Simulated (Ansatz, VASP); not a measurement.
## Ag in VASP and in Ansatz

File INCAR:

```
SYSTEM = Ag
ALGO = Normal
EDIFF = 1E-7
EDIFFG = -0.005
ENCUT = 500
GGA = PS
GGA_COMPAT = .FALSE.
IBRION = 2
ISIF = 3
ISMEAR = -1
LASPH = .TRUE.
LCHARG = .FALSE.
LREAL = .FALSE.
LWAVE = .FALSE.
NELM = 120
NELMIN = 4
NSW = 60
PREC = Accurate
SIGMA = 0.05
```

KPOINTS

```
k-points
0
G
  18 18 18
  0 0 0
```

The input POSCAR:

```
Ag
1.0
    0.0000000000      2.0428264039      2.0428264039
    2.0428264039      0.0000000000      2.0428264039
    2.0428264039      2.0428264039      0.0000000000
Ag
1
Direct
    0.0000000000      0.0000000000      0.0000000000
```

Input for Ansatz:

```yaml
crystal:
  lattice:
    - [0.0, 2.0428264039, 2.0428264039]
    - [2.0428264039, 0.0, 2.0428264039]
    - [2.0428264039, 2.0428264039, 0.0]
  atoms:
    - { symbol: Ag, position: [0.0, 0.0, 0.0] }
kpoints:
  mp_grid: { grid: [18, 18, 18] }
scf:
  occupations: { method: fermi_dirac, width: 0.05 }
hamiltonian:
  xc: pbesol
  pseudopotentials: { kind: paw }
output:
  forces: true
  stress: true
relax:
  f_tol: 0.005
  max_steps: 40
  cell: {}
```

Alike in both runs: task relaxation of cell and atoms; functional PBEsol; k mesh 18 × 18 × 18; occupations fermi-dirac, width 0.05 eV; no spin polarisation.

```csv
,VASP,Ansatz
version,VASP 6.6.1,Ansatz 0.2.0
potentials or method,"VASP PAW PBE potentials, release 64 (Ag)","PAW with Ansatz's default frozen-core files, scalar-relativistic"
plane-wave cutoff (eV),500,420
valence electrons in the cell,11,19
```

Ansatz gave:

* relaxed volume (Å³/atom): 16.66
* relaxed cell length with the largest relative difference (Å): 2.867

Problem. What did VASP give for the same quantities?

Solution. Relaxed volume (Å³/atom): 16.63; relaxed cell length with the largest relative difference (Å): 2.865.

VASP's potentials were made for PBE, not for PBEsol. VASP's potentials hold 11 valence electrons a cell and Ansatz's 19, so a difference there can come from the potentials and not from the codes.
